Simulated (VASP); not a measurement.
# Co (Fd-3m) in VASP: single point with PBEsol

Aim: the single point of Co with PBEsol.

All numbers are computed with VASP 6.6.1; they aren't measurements. Logs are shortened: lines on timing, memory, paths and dates and some standing lists are left out, and cuts for length are marked.

### 1 The cell of the first run

Symmetry: Fd-3m, No. 227, cubic system. The conventional cell has a = 6.435 Å, b = 6.435 Å, c = 6.435 Å, α = 90.00°, β = 90.00°, γ = 90.00°. Within 3.5 Å of Co (site symmetry -43m) lie 16 Co at 2.67 to 2.79 Å. Within 3.0 Å of Co (site symmetry -3m) lie 12 Co at 2.28 to 2.67 Å.

This isn't the form of Co at room conditions, which is hcp.

### 2 Single point, PBEsol, collinear spin, ferromagnetic start

INCAR reads:

```
PREC = Accurate
ENCUT = 690
EDIFF = 1E-6
ISMEAR = 0
SIGMA = 0.1
LREAL = F
LASPH = T
NELM = 200
ALGO = Normal
ISIF = 2
LWAVE = F
LCHARG = F
ISPIN = 2
MAGMOM = 3 3 3 3 3 3
LORBIT = 11
LMAXMIX = 4
GGA = PS
NBANDS = 64
GGA_COMPAT = F
```

KPOINTS reads:

```
regular mesh
0
Gamma
  6 6 6
```

POSCAR reads:

```
Co
1.0
    0.0000000000      3.2173717600      3.2173717600
    3.2173717600      0.0000000000      3.2173717600
    3.2173717600      3.2173717600      0.0000000000
Co
6
Direct
    0.2500000000      0.2500000000      0.2500000000
    0.0000000000      0.0000000000      0.0000000000
    0.6250000000      0.6250000000      0.1250000000
    0.6250000000      0.1250000000      0.6250000000
    0.1250000000      0.6250000000      0.6250000000
    0.6250000000      0.6250000000      0.6250000000
```

Potentials or basis: VASP PAW PBE potentials, release 64 (Co_sv).

Run with:

```sh
$ cat potpaw_PBE.64/Co_sv/POTCAR > POTCAR
$ mpirun -np 1 vasp_std > vasp.out
```

OUTCAR:

```text
PREC = Accurate
   ENCUT = 690
   EDIFF = 1E-6
   ISMEAR = 0
   LREAL = F
   LASPH = T
   NELM = 200
   ISIF = 2
   ISPIN = 2
   LORBIT = 11
   GGA = PS

 ion  position               nearest neighbor table
   1  0.250  0.250  0.250-
   2  0.000  0.000  0.000-
   3  0.625  0.625  0.125-   6 2.28   4 2.28   5 2.28   6 2.28   4 2.28   5 2.28
   4  0.625  0.125  0.625-   6 2.28   3 2.28   3 2.28   5 2.28   6 2.28   5 2.28
   5  0.125  0.625  0.625-   6 2.28   3 2.28   4 2.28   3 2.28   4 2.28   6 2.28
   6  0.625  0.625  0.625-   3 2.28   4 2.28   5 2.28   3 2.28   4 2.28   5 2.28

  LATTYP: Found a face centered cubic cell.
 ALAT       =     6.4347435200

  Lattice vectors:

 A1 = (   0.0000000000,   3.2173717600,   3.2173717600)
 A2 = (   3.2173717600,   0.0000000000,   3.2173717600)
 A3 = (   3.2173717600,   3.2173717600,   0.0000000000)

Analysis of symmetry for initial positions (statically):
=====================================================================
 Subroutine PRICEL returns:
 Original cell was already a primitive cell.

 Routine SETGRP: Setting up the symmetry group for a
 face centered cubic supercell.

 Subroutine GETGRP returns: Found 48 space group operations
 (whereof 24 operations were pure point group operations)
 out of a pool of 48 trial point group operations.

The static configuration has the point symmetry T_d .
 The point group associated with its full space group is O_h .

Analysis of symmetry for dynamics (positions and initial velocities):
=====================================================================
 Subroutine PRICEL returns:
 Original cell was already a primitive cell.

 Routine SETGRP: Setting up the symmetry group for a
 face centered cubic supercell.

 Subroutine GETGRP returns: Found 48 space group operations
 (whereof 24 operations were pure point group operations)
 out of a pool of 48 trial point group operations.

The dynamic configuration has the point symmetry T_d .
 The point group associated with its full space group is O_h .

Analysis of structural, dynamic, and magnetic symmetry:
=====================================================================
 Subroutine PRICEL returns:
 Original cell was already a primitive cell.

 Routine SETGRP: Setting up the symmetry group for a
 face centered cubic supercell.

 Subroutine GETGRP returns: Found 48 space group operations
 (whereof 24 operations were pure point group operations)
 out of a pool of 48 trial point group operations.

The overall configuration has the point symmetry T_d .
 The point group associated with its full space group is O_h .

 Subroutine INISYM returns: Found 48 space group operations
 (whereof 24 operations are pure point group operations),
 and found     1 'primitive' translations

----------------------------------------------------------------------------------------

                                     Primitive cell

  volume of cell :      66.6091

  direct lattice vectors                    reciprocal lattice vectors
     0.000000000  3.217371760  3.217371760    -0.155406349  0.155406349  0.155406349
     3.217371760  0.000000000  3.217371760     0.155406349 -0.155406349  0.155406349
     3.217371760  3.217371760  0.000000000     0.155406349  0.155406349 -0.155406349

  length of vectors
     4.550050778  4.550050778  4.550050778     0.269171693  0.269171693  0.269171693

  position of ions in fractional coordinates (direct lattice)
     0.250000000  0.250000000  0.250000000
     0.000000000  0.000000000  0.000000000
     0.625000000  0.625000000  0.125000000
     0.625000000  0.125000000  0.625000000
     0.125000000  0.625000000  0.625000000
     0.625000000  0.625000000  0.625000000

  ion indices of the primitive-cell ions
   primitive index   ion index
                 1           1
                 2           2
                 3           3
                 4           4
                 5           5
                 6           6

----------------------------------------------------------------------------------------

[... 30 lines left out ...]
  0.166667  0.166667  0.000000      6.000000
  0.333333  0.166667  0.000000     24.000000
[... 8 lines left out ...]
 -0.333333  0.333333  0.166667     24.000000
 -0.333333  0.500000  0.166667     12.000000
   k-points           NKPTS =     16   k-points in BZ     NKDIM =     16   number of bands    NBANDS=     64
   number of dos      NEDOS =    301   number of ions     NIONS =      6
   total plane-waves  NPLWV =  64000
   dimension x,y,z NGX =    40 NGY =   40 NGZ =   40
   dimension x,y,z NGXF=    80 NGYF=   80 NGZF=   80
   ions per type =               6
   NGX,Y,Z   is equivalent  to a cutoff of  14.61, 14.61, 14.61 a.u.
   NGXF,Y,Z  is equivalent  to a cutoff of  29.23, 29.23, 29.23 a.u.
 SYSTEM =  unknown system
   PREC   = accura    normal or accurate (medium, high low for compatibility)
   ISTART =      0    job   : 0-new  1-cont  2-samecut
   ICHARG =      2    charge: 1-file 2-atom 10-const
   ISPIN  =      2    spin polarized calculation?
   LNONCOLLINEAR =      F non collinear calculations
   LSORBIT =      F    spin-orbit coupling
   LASPH  =      T    aspherical Exc in radial PAW
   ENCUT  =  690.0 eV  50.71 Ry    7.12 a.u.   9.75  9.75  9.75*2*pi/ulx,y,z
   NELM   =    200;   NELMIN=  2; NELMDL= -5     # of ELM steps
   EDIFF  = 0.1E-05   stopping-criterion for ELM
   LREAL  =      F    real-space projection
   EDIFFG = 0.1E-04   stopping-criterion for IOM
   NSW    =      0    number of steps for IOM
   IBRION =     -1    ionic relax: 0-MD 1-quasi-New 2-CG
   NFREE  =      0    steps in history (QN), initial steepest desc. (CG)
   ISIF   =      2    stress and relaxation
   ISYM   =      2    0-nonsym 1-usesym 2-fastsym
   POTIM  = 0.5000    time-step for ionic-motion
   TEBEG  =    0.0;   TEEND  =   0.0 temperature during run
   PSTRESS=    0.0 pullay stress
   NELECT =     102.0000    total number of electrons
   NUPDOWN=      -1.0000    fix difference up-down
   EMIN   =  10.00;   EMAX   =-10.00  energy-range for DOS
   EFERMI =   0.00;   METHOD = LEGACY
   ISMEAR =     0;   SIGMA  =   0.10  broadening in eV -4-tet -1-fermi 0-gaus
   EFERMI_NEDOS =   21; number of points for ismear=-14 and -15
   IALGO  =     38    algorithm
   IMIX   =      4    mixing-type and parameters
     AMIX     =   0.40;   BMIX     =  1.00
     AMIX_MAG =   1.60;   BMIX_MAG =  1.00
  volume/ion in A,a.u.               =      11.10        74.92
  Fermi-wavevector in a.u.,A,eV,Ry     =   1.886964  3.565845 48.445361  3.560634
  Thomas-Fermi vector in A             =   2.929110
   LORBIT       =     11    0 simple, 1 ext, 2 COOP (PROOUT), +10 PAW based schemes
   GGA     = PS    functional components
   LHFCALC =     F    Hartree Fock is set to
   AEXX    =    0.0000 exact exchange contribution
   IVDW    =     0    specifies the selected vdW correction
   LEPSILON=     F    determine dielectric tensor
   LRPA    =     F    only Hartree local field effects (RPA)
 spin polarized calculation
 Gauss-broadening in eV      SIGMA  =   0.10
  energy-cutoff  :      690.00
  volume of cell :       66.61
 maximum number of plane-waves:      2764
   NGX = 19   NGY = 19   NGZ = 19

 number of electron     102.0000091 magnetization       9.8799080

 number of electron     102.0000091 magnetization      10.1656825

 Free energy of the ion-electron system (eV)
  ---------------------------------------------------
  ext. energy  EPLUGINS =         0.00000000
  ---------------------------------------------------
  free energy    TOTEN  =       -45.49515403 eV

  energy without entropy =      -45.45198995  energy(sigma->0) =      -45.47357199

 E-fermi :  11.8147     XC(G=0): -13.9149

 val. band max:       11.8099525337   @ k =  -0.3333   0.3333   0.1667
 cond. band min:      11.8444576841   @ k =   0.5000   0.3333   0.1667
 fundamental gap:      0.0345051504
 Fermi energy:        11.8146523537

 spin component 1

 k-point     1 :       0.0000    0.0000    0.0000
  band No.  band energies     occupation
      1     -84.4523      1.00000
      2     -84.3406      1.00000
      3     -84.3406      1.00000
      4     -84.3406      1.00000
      5     -84.1249      1.00000
      6     -84.1181      1.00000
[... 1045 lines left out ...]
     62      19.7772      0.00000
     63      23.7104      0.00000
 Fermi energy:        11.8146523537

 spin component 2

 k-point     1 :       0.0000    0.0000    0.0000
  band No.  band energies     occupation
      1     -82.3434      1.00000
      2     -82.2242      1.00000
      3     -82.2242      1.00000
      4     -82.2242      1.00000
      5     -81.9773      1.00000
      6     -81.9698      1.00000
[... 1045 lines left out ...]
     62      20.5037      0.00000
     63      24.1962      0.00000
 [bands above 63 left out]

------------------------ aborting loop because EDIFF is reached ----------------------------------------

  FORCE on cell =-STRESS in cart. coord.  units (eV):
  Direction    XX          YY          ZZ          XY          YZ          ZX
  --------------------------------------------------------------------------------------
  -------------------------------------------------------------------------------------
  Total       -1.4423280     -1.4423280     -1.4423280      0.0000000      0.0000000     -0.0000000
  in kB      -34.6929233    -34.6929233    -34.6929233      0.0000000      0.0000000     -0.0000000
  external PRESSURE =     -34.6929233 kB  Pullay stress =       0.0000000 kB

 VOLUME and BASIS-vectors are now :
 -----------------------------------------------------------------------------
  energy-cutoff  :      690.00
  volume of cell :       66.61
      direct lattice vectors                 reciprocal lattice vectors
     0.000000000  3.217371760  3.217371760    -0.155406349  0.155406349  0.155406349
     3.217371760  0.000000000  3.217371760     0.155406349 -0.155406349  0.155406349
     3.217371760  3.217371760  0.000000000     0.155406349  0.155406349 -0.155406349

 POSITION                                       TOTAL-FORCE (eV/Angst)
 -----------------------------------------------------------------------------------
      1.60869      1.60869      1.60869         0.000000     -0.000000     -0.000000
      0.00000      0.00000      0.00000        -0.000000      0.000000      0.000000
      2.41303      2.41303      4.02171         0.000000      0.000000      0.000000
      2.41303      4.02171      2.41303         0.000000      0.000000      0.000000
      4.02171      2.41303      2.41303         0.000000      0.000000      0.000000
      4.02171      4.02171      4.02171         0.000000      0.000000      0.000000
 -----------------------------------------------------------------------------------
    total drift:                                0.000000      0.000000      0.000000

  FREE ENERGIE OF THE ION-ELECTRON SYSTEM (eV)
  ---------------------------------------------------
  free  energy   TOTEN  =       -45.4951540328 eV

  energy  without entropy=      -45.4519899507  energy(sigma->0) =      -45.47357199

 total charge

# of ion       s       p       d       tot
------------------------------------------
    1        2.199   6.085   6.667  14.951
    2        2.199   6.085   6.667  14.951
    3        2.277   6.142   6.711  15.130
    4        2.277   6.142   6.711  15.130
    5        2.277   6.142   6.711  15.130
    6        2.277   6.142   6.711  15.130
--------------------------------------------------
tot         13.506  36.737  40.179  90.422

 magnetization (x)

# of ion       s       p       d       tot
------------------------------------------
    1       -0.001  -0.009   1.792   1.782
    2       -0.001  -0.009   1.792   1.782
    3       -0.002  -0.013   1.744   1.729
    4       -0.002  -0.013   1.744   1.729
    5       -0.002  -0.013   1.744   1.729
    6       -0.002  -0.013   1.744   1.729
--------------------------------------------------
tot         -0.009  -0.072  10.562  10.481
```

Run time: 2.8 min. Hardware: 1 thread of Intel Xeon 6975P-C (Granite Rapids), shared host; peak memory 0.35 GiB.

Results:

```
Free energy                                           : -45.4952 eV
Pressure                                              : -3.5 GPa
Net moment                                            : 10.17 μB per cell
Site moments                                          : Co +1.78, +1.73 (each value once) μB
Valence electrons inside the program's atomic spheres : Co 14.95, 15.13 (each value once)
```

Levels at points of the mesh, in eV from the Fermi level:
Spin up:
| k point | band 52 | band 53 | band 54 | band 55 | band 56 | band 57 | band 58 | band 59 | band 60 | band 61 |
| --- | --- | --- | --- | --- | --- | --- | --- | --- | --- | --- |
| (0.00, 0.00, 0.00) | -1.15 | -0.21 | -0.21 | -0.21 | 1.04 | 2.65 | 2.65 | 2.65 | 6.35 | 6.35 |
| (0.50, 0.00, 0.00) | -1.30 | -1.30 | -1.02 | -1.02 | -0.21 | 1.85 | 2.19 | 2.19 | 5.27 | 5.27 |
| (0.50, 0.50, 0.00) | -1.53 | -1.36 | -1.36 | -1.33 | -1.33 | 1.21 | 1.21 | 1.95 | 1.95 | 11.37 |
Spin down:
| k point | band 43 | band 44 | band 45 | band 46 | band 47 | band 48 | band 49 | band 50 |
| --- | --- | --- | --- | --- | --- | --- | --- | --- |
| (0.00, 0.00, 0.00) | -0.54 | -0.54 | 0.14 | 0.14 | 0.14 | 0.62 | 0.62 | 0.62 |
| (0.50, 0.00, 0.00) | -0.59 | -0.59 | -0.30 | -0.25 | -0.25 | 0.07 | 0.14 | 0.31 |
| (0.50, 0.50, 0.00) | -0.47 | -0.47 | -0.18 | -0.18 | -0.06 | -0.06 | 0.40 | 0.40 |

Caveat: the cell stands under tension; the PAW data sets were made with another functional, which shifts forces and pressure a little.
